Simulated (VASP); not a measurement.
# Ti (P6_3/mmc) in VASP: single point with PBE

Aim: the single point of Ti with PBE.

All numbers are computed with VASP 6.6.1; they aren't measurements. Logs are shortened: lines on timing, memory, paths and dates and some standing lists are left out, and cuts for length are marked.

### Step 1. The cell of the first run

It takes space group P6_3/mmc (No. 194, hexagonal). The conventional cell has a = 2.950 Å, b = 2.950 Å, c = 4.686 Å, α = 90.00°, β = 90.00°, γ = 120.00°. Ti (site symmetry -6m2) has 12 Ti at 2.90 to 2.95 Å within 3.8 Å.

### Step 2. Single point, PBE

INCAR reads:

```
SYSTEM = Ti
PREC     = Accurate       ! precision mode
ENCUT    = 500            ! plane-wave cutoff, eV
EDIFF    = 1E-6           ! SCF threshold, eV
ISMEAR   = 0              ! smearing method
SIGMA    = 0.1            ! smearing width, eV
LREAL    = .False.        ! projectors in reciprocal space
LASPH    = .True.         ! aspherical terms in the spheres
NELM     = 120            ! most SCF steps
ALGO     = Normal         ! electronic algorithm
ISIF     = 2              ! what is computed and relaxed
LWAVE    = .False.        ! write WAVECAR
LCHARG   = .False.        ! write CHGCAR
GGA      = PE             ! functional
NBANDS   = 19             ! bands
GGA_COMPAT= .False.
```

KPOINTS reads:

```
Automatic mesh
0
Gamma
  6 6 4
  0 0 0
```

POSCAR reads:

```
Ti
1.0
    2.9499978604      0.0000000000      0.0000000000
   -1.4749989302      2.5547730882      0.0000000000
    0.0000000000      0.0000000000      4.6860000000
Ti
2
Direct
    0.3333333333      0.6666666667      0.2500000000
    0.6666666667      0.3333333333      0.7500000000
```

Potentials or basis: VASP PAW PBE potentials, release 64 (Ti_sv).

The run is started by

```
cat potpaw_PBE.64/Ti_sv/POTCAR > POTCAR
mpirun -np 1 vasp_std > vasp.out
```

OUTCAR:

```text
SYSTEM = Ti
   PREC = Accurate
   ENCUT = 500
   EDIFF = 1E-6
   ISMEAR = 0
   LREAL = .False.
   LASPH = .True.
   NELM = 120
   ISIF = 2
   GGA = PE

 ion  position               nearest neighbor table
   1  0.333  0.667  0.250-   2 2.90   2 2.90   2 2.90   2 2.90   2 2.90   2 2.90
   2  0.667  0.333  0.750-   1 2.90   1 2.90   1 2.90   1 2.90   1 2.90   1 2.90

  LATTYP: Found a hexagonal cell.
 ALAT       =     2.9499978604
 C/A-ratio  =     1.5884757284

  Lattice vectors:

 A1 = (   2.9499978604,   0.0000000000,   0.0000000000)
 A2 = (  -1.4749989302,   2.5547730882,   0.0000000000)
 A3 = (   0.0000000000,   0.0000000000,   4.6860000000)

Analysis of symmetry for initial positions (statically):
=====================================================================
 Subroutine PRICEL returns:
 Original cell was already a primitive cell.

 Routine SETGRP: Setting up the symmetry group for a
 hexagonal supercell.

 Subroutine GETGRP returns: Found 24 space group operations
 (whereof 12 operations were pure point group operations)
 out of a pool of 24 trial point group operations.

The static configuration has the point symmetry D_3d.
 The point group associated with its full space group is D_6h.

Analysis of symmetry for dynamics (positions and initial velocities):
=====================================================================
 Subroutine PRICEL returns:
 Original cell was already a primitive cell.

 Routine SETGRP: Setting up the symmetry group for a
 hexagonal supercell.

 Subroutine GETGRP returns: Found 24 space group operations
 (whereof 12 operations were pure point group operations)
 out of a pool of 24 trial point group operations.

The dynamic configuration has the point symmetry D_3d.
 The point group associated with its full space group is D_6h.

 Subroutine INISYM returns: Found 24 space group operations
 (whereof 12 operations are pure point group operations),
 and found     1 'primitive' translations

----------------------------------------------------------------------------------------

                                     Primitive cell

  volume of cell :      35.3164

  direct lattice vectors                    reciprocal lattice vectors
     2.949997860  0.000000000  0.000000000     0.338983297  0.195712098  0.000000000
[... 76 lines left out ...]
   ISPIN  =      1    spin polarized calculation?
   LNONCOLLINEAR =      F non collinear calculations
   LSORBIT =      F    spin-orbit coupling
   LASPH  =      T    aspherical Exc in radial PAW
   ENCUT  =  500.0 eV  36.75 Ry    6.06 a.u.   5.38  5.38  8.54*2*pi/ulx,y,z
   NELM   =    120;   NELMIN=  2; NELMDL= -5     # of ELM steps
   EDIFF  = 0.1E-05   stopping-criterion for ELM
   LREAL  =      F    real-space projection
   EDIFFG = 0.1E-04   stopping-criterion for IOM
   NSW    =      0    number of steps for IOM
   IBRION =     -1    ionic relax: 0-MD 1-quasi-New 2-CG
   NFREE  =      0    steps in history (QN), initial steepest desc. (CG)
   ISIF   =      2    stress and relaxation
   ISYM   =      2    0-nonsym 1-usesym 2-fastsym
   POTIM  = 0.5000    time-step for ionic-motion
   TEBEG  =    0.0;   TEEND  =   0.0 temperature during run
   PSTRESS=    0.0 pullay stress
   NELECT =      24.0000    total number of electrons
   NUPDOWN=      -1.0000    fix difference up-down
   EMIN   =  10.00;   EMAX   =-10.00  energy-range for DOS
   EFERMI =   0.00;   METHOD = LEGACY
   ISMEAR =     0;   SIGMA  =   0.10  broadening in eV -4-tet -1-fermi 0-gaus
   EFERMI_NEDOS =   21; number of points for ismear=-14 and -15
   IALGO  =     38    algorithm
   IMIX   =      4    mixing-type and parameters
     AMIX     =   0.40;   BMIX     =  1.00
     AMIX_MAG =   1.60;   BMIX_MAG =  1.00
  volume/ion in A,a.u.               =      17.66       119.16
  Fermi-wavevector in a.u.,A,eV,Ry     =   1.439306  2.719894 28.185854  2.071602
  Thomas-Fermi vector in A             =   2.558176
   LORBIT       =      0    0 simple, 1 ext, 2 COOP (PROOUT), +10 PAW based schemes
   GGA     = PE    functional components
   LHFCALC =     F    Hartree Fock is set to
   AEXX    =    0.0000 exact exchange contribution
   IVDW    =     0    specifies the selected vdW correction
   LEPSILON=     F    determine dielectric tensor
   LRPA    =     F    only Hartree local field effects (RPA)
 non-spin polarized calculation
 Gauss-broadening in eV      SIGMA  =   0.10
  energy-cutoff  :      500.00
  volume of cell :       35.32
 maximum number of plane-waves:       929
 NGX is ok and might be reduce to    24
   NGX = 11   NGY = 11   NGZ = 17

 number of electron      24.0000001 magnetization

 Free energy of the ion-electron system (eV)
  ---------------------------------------------------
  ext. energy  EPLUGINS =         0.00000000
  ---------------------------------------------------
  free energy    TOTEN  =       -15.65928985 eV

  energy without entropy =      -15.64085893  energy(sigma->0) =      -15.65007439

 E-fermi :   8.2309     XC(G=0): -11.4188

 val. band max:        8.1823065726   @ k =   0.3333   0.3333   0.2500
 cond. band min:       8.2406970680   @ k =   0.0000   0.0000   0.5000
 fundamental gap:      0.0583904954
 Fermi energy:         8.2308651809

 k-point     1 :       0.0000    0.0000    0.0000
  band No.  band energies     occupation
      1     -48.7168      2.00000
      2     -48.5904      2.00000
      3     -25.2824      2.00000
      4     -24.6751      2.00000
      5     -24.6751      2.00000
      6     -24.6151      2.00000
[... 439 lines left out ...]
      6     -24.9337      2.00000
[... 11 lines left out ...]
     18      11.2603      0.00000
     19      14.7923      0.00000

------------------------ aborting loop because EDIFF is reached ----------------------------------------

  FORCE on cell =-STRESS in cart. coord.  units (eV):
  Direction    XX          YY          ZZ          XY          YZ          ZX
  --------------------------------------------------------------------------------------
  -------------------------------------------------------------------------------------
  Total       -0.4630369     -0.4630369     -0.3243092      0.0000000      0.0000000      0.0000000
  in kB      -21.0063135    -21.0063135    -14.7127374      0.0000000      0.0000000      0.0000000
  external PRESSURE =     -18.9084548 kB  Pullay stress =       0.0000000 kB

 VOLUME and BASIS-vectors are now :
 -----------------------------------------------------------------------------
  energy-cutoff  :      500.00
  volume of cell :       35.32
      direct lattice vectors                 reciprocal lattice vectors
     2.949997860  0.000000000  0.000000000     0.338983297  0.195712098  0.000000000
    -1.474998930  2.554773088  0.000000000     0.000000000  0.391424195  0.000000000
     0.000000000  0.000000000  4.686000000     0.000000000  0.000000000  0.213401622

 POSITION                                       TOTAL-FORCE (eV/Angst)
 -----------------------------------------------------------------------------------
     -0.00000      1.70318      1.17150        -0.000000     -0.000000      0.000000
      1.47500      0.85159      3.51450         0.000000      0.000000      0.000000
 -----------------------------------------------------------------------------------
    total drift:                               -0.000000      0.000000     -0.000000

  FREE ENERGIE OF THE ION-ELECTRON SYSTEM (eV)
  ---------------------------------------------------
  free  energy   TOTEN  =       -15.6592898537 eV

  energy  without entropy=      -15.6408589336  energy(sigma->0) =      -15.65007439
```

stdout:

```text
POSCAR found type information on POSCAR Ti
 POSCAR found :  1 types and       2 ions
 scaLAPACK will be used
 LDA part: xc-table for (Slater+PW92), standard interpolation
 POSCAR, INCAR and KPOINTS ok, starting setup
 FFT: planning ... GRIDC
 FFT: planning ... GRID_SOFT
 FFT: planning ... GRID
 WAVECAR not read
 entering main loop
```

It took 9.1 s on 1 thread of AMD EPYC 9R45 (Zen 5), shared host; peak memory 0.12 GiB.

Results:

- Free energy: -15.6593 eV
- Pressure: -1.9 GPa
- Band gap on the k mesh: zero (band 12 reaches 8.93 eV, above the bottom of band 13 at 7.94 eV)

Caveat: the k points lie up to 0.41 Å⁻¹ apart.
